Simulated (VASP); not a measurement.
# MgO (Fm-3m) in VASP: a series of runs

Runs on MgO. Level: r2SCAN. Tasks: single point.

All numbers are computed with VASP 6.6.1; they aren't measurements. Logs are shortened: lines on timing, memory, paths and dates and some standing lists are left out, and cuts for length are marked.

**Experimental background.**

“Electronic structure of alkaline earth and post-transition metal oxides”, 2009, arxiv:0908.1581 quotes, for a bulk crystal of MgO: band gap 7.83 eV.

How close the calculation comes is told below.

## 1. The cell of the first run

Symmetry: Fm-3m, No. 225, cubic system. Conventional cell: a = 4.074 Å, b = 4.074 Å, c = 4.074 Å, α = 90.00°, β = 90.00°, γ = 90.00°. Mg (site symmetry m-3m) has 6 O at 2.04 Å within 2.7 Å. Within 2.7 Å of O (site symmetry m-3m) lie 6 Mg at 2.04 Å.

## 2. Single point, r2SCAN (volume scaled by 0.91)

POSCAR

```
MgO
1.0
    0.0000000000      2.0371107039      2.0371107039
    2.0371107039      0.0000000000      2.0371107039
    2.0371107039      2.0371107039      0.0000000000
Mg O
1 1
Direct
    0.0000000000      0.0000000000      0.0000000000
    0.5000000000      0.5000000000      0.5000000000
```

INCAR.step1

```
PREC = Accurate
ENCUT = 520
ISMEAR = 0
SIGMA = 0.02
LREAL = False
LASPH = True
NELM = 60
NBANDS = 11
GGA = PE
ALGO = Normal
EDIFF = 1E-4
LWAVE = True
LCHARG = False
```

INCAR.step2

```
PREC = Accurate
ENCUT = 520
EDIFF = 1E-6
ISMEAR = 0
SIGMA = 0.02
LREAL = False
LASPH = True
NELM = 60
ALGO = Normal
ISIF = 2
LWAVE = False
LCHARG = False
METAGGA = R2SCAN
LMIXTAU = True
NBANDS = 11
ISTART = 1
```

KPOINTS

```
Automatic mesh
0
Gamma
  10 10 10
```

Potentials or basis: VASP PAW PBE potentials, release 64 (Mg, O).

Started as:

```
$ cat potpaw_PBE.64/Mg/POTCAR potpaw_PBE.64/O/POTCAR > POTCAR
$ cp INCAR.step1 INCAR
$ mpirun -np 1 vasp_std > vasp.out
$ cp INCAR.step2 INCAR
$ mpirun -np 1 vasp_std > vasp.out
```

OUTCAR:

```text
PREC = Accurate
   ENCUT = 520
   EDIFF = 1E-6
   ISMEAR = 0
   LREAL = False
   LASPH = True
   NELM = 60
   ISIF = 2
   METAGGA = R2SCAN
   ISTART = 1

 ion  position               nearest neighbor table
   1  0.000  0.000  0.000-   2 2.04   2 2.04   2 2.04   2 2.04   2 2.04   2 2.04
   2  0.500  0.500  0.500-   1 2.04   1 2.04   1 2.04   1 2.04   1 2.04   1 2.04

  LATTYP: Found a face centered cubic cell.
 ALAT       =     4.0742214078

  Lattice vectors:

 A1 = (   0.0000000000,   2.0371107039,   2.0371107039)
 A2 = (   2.0371107039,   0.0000000000,   2.0371107039)
 A3 = (   2.0371107039,   2.0371107039,   0.0000000000)

Analysis of symmetry for initial positions (statically):
=====================================================================
 Subroutine PRICEL returns:
 Original cell was already a primitive cell.

 Routine SETGRP: Setting up the symmetry group for a
 face centered cubic supercell.

 Subroutine GETGRP returns: Found 48 space group operations
 (whereof 48 operations were pure point group operations)
 out of a pool of 48 trial point group operations.

The static configuration has the point symmetry O_h .

Analysis of symmetry for dynamics (positions and initial velocities):
=====================================================================
 Subroutine PRICEL returns:
 Original cell was already a primitive cell.

 Routine SETGRP: Setting up the symmetry group for a
 face centered cubic supercell.

 Subroutine GETGRP returns: Found 48 space group operations
 (whereof 48 operations were pure point group operations)
 out of a pool of 48 trial point group operations.

The dynamic configuration has the point symmetry O_h .

 Subroutine INISYM returns: Found 48 space group operations
 (whereof 48 operations are pure point group operations),
 and found     1 'primitive' translations

----------------------------------------------------------------------------------------

                                     Primitive cell

  volume of cell :      16.9073

  direct lattice vectors                    reciprocal lattice vectors
     0.000000000  2.037110704  2.037110704    -0.245445669  0.245445669  0.245445669
     2.037110704  0.000000000  2.037110704     0.245445669 -0.245445669  0.245445669
     2.037110704  2.037110704  0.000000000     0.245445669  0.245445669 -0.245445669

  length of vectors
     2.880909586  2.880909586  2.880909586     0.425124370  0.425124370  0.425124370

  position of ions in fractional coordinates (direct lattice)
     0.000000000  0.000000000  0.000000000
     0.500000000  0.500000000  0.500000000

  ion indices of the primitive-cell ions
   primitive index   ion index
                 1           1
                 2           2

----------------------------------------------------------------------------------------

 KPOINTS: Automatic mesh

Automatic generation of k-mesh.
 Grid dimensions read from file:
 generate k-points for:   10   10   10

 Generating k-lattice:

  Cartesian coordinates                     Fractional coordinates (reciprocal lattice)
    -0.024544567  0.024544567  0.024544567     0.100000000  0.000000000  0.000000000
     0.024544567 -0.024544567  0.024544567     0.000000000  0.100000000  0.000000000
     0.024544567  0.024544567 -0.024544567     0.000000000  0.000000000  0.100000000

  Length of vectors
     0.042512437  0.042512437  0.042512437

  Shift w.r.t. Gamma in fractional coordinates (k-lattice)
     0.000000000  0.000000000  0.000000000

 Subroutine IBZKPT returns following result:
 ===========================================

 Found     47 irreducible k-points:

 Following reciprocal coordinates:
            Coordinates               Weight
  0.000000  0.000000  0.000000      1.000000
  0.100000  0.000000  0.000000      8.000000
  0.200000  0.000000  0.000000      8.000000
  0.300000  0.000000  0.000000      8.000000
  0.400000  0.000000  0.000000      8.000000
  0.500000  0.000000  0.000000      4.000000
[... 16 lines left out ...]
  0.300000  0.300000  0.000000      6.000000
  0.400000  0.300000  0.000000     24.000000
 [... further k-points ...]
   k-points           NKPTS =     47   k-points in BZ     NKDIM =     47   number of bands    NBANDS=     11
   number of dos      NEDOS =    301   number of ions     NIONS =      2
   total plane-waves  NPLWV =  13824
   dimension x,y,z NGX =    24 NGY =   24 NGZ =   24
   dimension x,y,z NGXF=    48 NGYF=   48 NGZF=   48
   ions per type =               1   1
   NGX,Y,Z   is equivalent  to a cutoff of  13.85, 13.85, 13.85 a.u.
   NGXF,Y,Z  is equivalent  to a cutoff of  27.70, 27.70, 27.70 a.u.
 SYSTEM =  unknown system
   PREC   = accura    normal or accurate (medium, high low for compatibility)
   ISTART =      1    job   : 0-new  1-cont  2-samecut
   ICHARG =      0    charge: 1-file 2-atom 10-const
   ISPIN  =      1    spin polarized calculation?
   LNONCOLLINEAR =      F non collinear calculations
   LSORBIT =      F    spin-orbit coupling
   LASPH  =      T    aspherical Exc in radial PAW
   ENCUT  =  520.0 eV  38.22 Ry    6.18 a.u.   5.36  5.36  5.36*2*pi/ulx,y,z
   NELM   =     60;   NELMIN=  2; NELMDL=  0     # of ELM steps
   EDIFF  = 0.1E-05   stopping-criterion for ELM
   LREAL  =      F    real-space projection
   EDIFFG = 0.1E-04   stopping-criterion for IOM
   NSW    =      0    number of steps for IOM
   IBRION =     -1    ionic relax: 0-MD 1-quasi-New 2-CG
   NFREE  =      0    steps in history (QN), initial steepest desc. (CG)
   ISIF   =      2    stress and relaxation
   ISYM   =      2    0-nonsym 1-usesym 2-fastsym
   POTIM  = 0.5000    time-step for ionic-motion
   TEBEG  =    0.0;   TEEND  =   0.0 temperature during run
   PSTRESS=    0.0 pullay stress
   NELECT =       8.0000    total number of electrons
   NUPDOWN=      -1.0000    fix difference up-down
   EMIN   =  10.00;   EMAX   =-10.00  energy-range for DOS
   EFERMI =   0.00;   METHOD = LEGACY
   ISMEAR =     0;   SIGMA  =   0.02  broadening in eV -4-tet -1-fermi 0-gaus
   EFERMI_NEDOS =   21; number of points for ismear=-14 and -15
   IALGO  =     38    algorithm
   IMIX   =      4    mixing-type and parameters
     AMIX     =   0.40;   BMIX     =  1.00
     AMIX_MAG =   1.60;   BMIX_MAG =  1.00
  volume/ion in A,a.u.               =       8.45        57.05
  Fermi-wavevector in a.u.,A,eV,Ry     =   1.275695  2.410714 22.142091  1.627398
  Thomas-Fermi vector in A             =   2.408393
   LORBIT       =      0    0 simple, 1 ext, 2 COOP (PROOUT), +10 PAW based schemes
   METAGGA = R2SCAN    functional components
   LHFCALC =     F    Hartree Fock is set to
   AEXX    =    0.0000 exact exchange contribution
   IVDW    =     0    specifies the selected vdW correction
   LEPSILON=     F    determine dielectric tensor
   LRPA    =     F    only Hartree local field effects (RPA)
 non-spin polarized calculation
 Gauss-broadening in eV      SIGMA  =   0.02
  energy-cutoff  :      520.00
  volume of cell :       16.91
 maximum number of plane-waves:       469
 NGX is ok and might be reduce to    24
   NGX = 11   NGY = 11   NGZ = 11

 number of electron       7.9999998 magnetization

 Free energy of the ion-electron system (eV)
  ---------------------------------------------------
  ext. energy  EPLUGINS =         0.00000000
  ---------------------------------------------------
  free energy    TOTEN  =       -16.07854733 eV

  energy without entropy =      -16.07854733  energy(sigma->0) =      -16.07854733

 E-fermi :   3.7569     XC(G=0): -12.1185

 val. band max:        3.5515722667   @ k =   0.0000   0.0000   0.0000
 cond. band min:      10.2307106978   @ k =   0.0000   0.0000   0.0000
 fundamental gap:      6.6791384311
 Fermi energy:         3.7569321386

 k-point     1 :       0.0000    0.0000    0.0000
  band No.  band energies     occupation
      1     -15.1902      2.00000
      2       3.5516      2.00000
      3       3.5516      2.00000
      4       3.5516      2.00000
      5      10.2307      0.00000
      6      20.9692      0.00000
      7      20.9692      0.00000
      8      20.9692      0.00000
      9      25.4109      0.00000
     10      27.2932      0.00000
     11      27.2932      0.00000

 k-point     2 :       0.1000    0.0000    0.0000
  band No.  band energies     occupation
      1     -15.0672      2.00000
      2       2.8946      2.00000
      3       3.4691      2.00000
      4       3.4691      2.00000
      5      10.8413      0.00000
      6      19.7000      0.00000
      7      21.2607      0.00000
      8      21.2607      0.00000
      9      26.7051      0.00000
     10      26.7052      0.00000
     11      27.2804      0.00000

 k-point     3 :       0.2000    0.0000    0.0000
  band No.  band energies     occupation
      1     -14.7274      2.00000
      2       1.4728      2.00000
      3       3.2604      2.00000
      4       3.2604      2.00000
      5      12.0361      0.00000
      6      18.2270      0.00000
      7      21.9052      0.00000
      8      21.9052      0.00000
      9      26.0642      0.00000
     10      26.0642      0.00000
     11      28.9626      0.00000

 k-point     4 :       0.3000    0.0000    0.0000
  band No.  band energies     occupation
      1     -14.2656      2.00000
      2      -0.0096      2.00000
      3       3.0155      2.00000
      4       3.0155      2.00000
      5      12.8670      0.00000
      6      17.8049      0.00000
      7      22.2422      0.00000
      8      22.2422      0.00000
      9      26.5350      0.00000
     10      26.5350      0.00000
     11      28.4484      0.00000
[... 239 lines left out ...]
 k-point    22 :      -0.2000    0.2000    0.0000
  band No.  band energies     occupation
      1     -14.1306      2.00000
      2       0.2087      2.00000
      3       2.0435      2.00000
      4       3.0014      2.00000
      5      14.0017      0.00000
      6      17.0531      0.00000
      7      21.0280      0.00000
      8      23.8558      0.00000
      9      23.9235      0.00000
     10      27.5514      0.00000
     11      31.8302      0.00000

 k-point    23 :       0.3000    0.3000    0.0000
  band No.  band energies     occupation
      1     -14.0368      2.00000
      2       0.1217      2.00000
      3       2.4896      2.00000
      4       2.4896      2.00000
      5      14.5467      0.00000
      6      15.1386      0.00000
      7      20.3485      0.00000
      8      24.0283      0.00000
      9      24.0284      0.00000
     10      30.2237      0.00000
     11      34.7419      0.00000

 k-point    24 :       0.4000    0.3000    0.0000
  band No.  band energies     occupation
      1     -13.7477      2.00000
      2      -0.3730      2.00000
      3       2.0807      2.00000
      4       2.3206      2.00000
      5      14.7404      0.00000
      6      15.4943      0.00000
      7      19.4706      0.00000
      8      24.4188      0.00000
      9      24.6683      0.00000
     10      31.1393      0.00000
     11      34.1979      0.00000

 [... further k-points ...]
[... 5 lines left out ...]
  --------------------------------------------------------------------------------------
  -------------------------------------------------------------------------------------
  Total        1.8944812      1.8944812      1.8944812      0.0000000      0.0000000      0.0000000
  in kB      179.5258554    179.5258554    179.5258554      0.0000000      0.0000000      0.0000000
  external PRESSURE =     179.5258554 kB  Pullay stress =       0.0000000 kB

 VOLUME and BASIS-vectors are now :
 -----------------------------------------------------------------------------
  energy-cutoff  :      520.00
  volume of cell :       16.91
      direct lattice vectors                 reciprocal lattice vectors
     0.000000000  2.037110704  2.037110704    -0.245445669  0.245445669  0.245445669
     2.037110704  0.000000000  2.037110704     0.245445669 -0.245445669  0.245445669
     2.037110704  2.037110704  0.000000000     0.245445669  0.245445669 -0.245445669

 POSITION                                       TOTAL-FORCE (eV/Angst)
 -----------------------------------------------------------------------------------
      0.00000      0.00000      0.00000         0.000000      0.000000     -0.000000
      2.03711      2.03711      2.03711        -0.000000      0.000000      0.000000
 -----------------------------------------------------------------------------------
    total drift:                               -0.000000     -0.000000      0.000000

  FREE ENERGIE OF THE ION-ELECTRON SYSTEM (eV)
  ---------------------------------------------------
  free  energy   TOTEN  =       -16.0785473279 eV

  energy  without entropy=      -16.0785473279  energy(sigma->0) =      -16.07854733
```

Wall time 68 s (1 thread of AMD EPYC 7R13, shared host); peak memory 0.12 GiB.

Results:

```yaml
Free_energy: -16.0785 eV
Pressure: 18.0 GPa
Band_gap_on_the_k_mesh: 6.68 eV, direct
```

Caveat: the PAW data sets were made with another functional, which shifts forces and pressure a little.

[end of part 1 of 2]
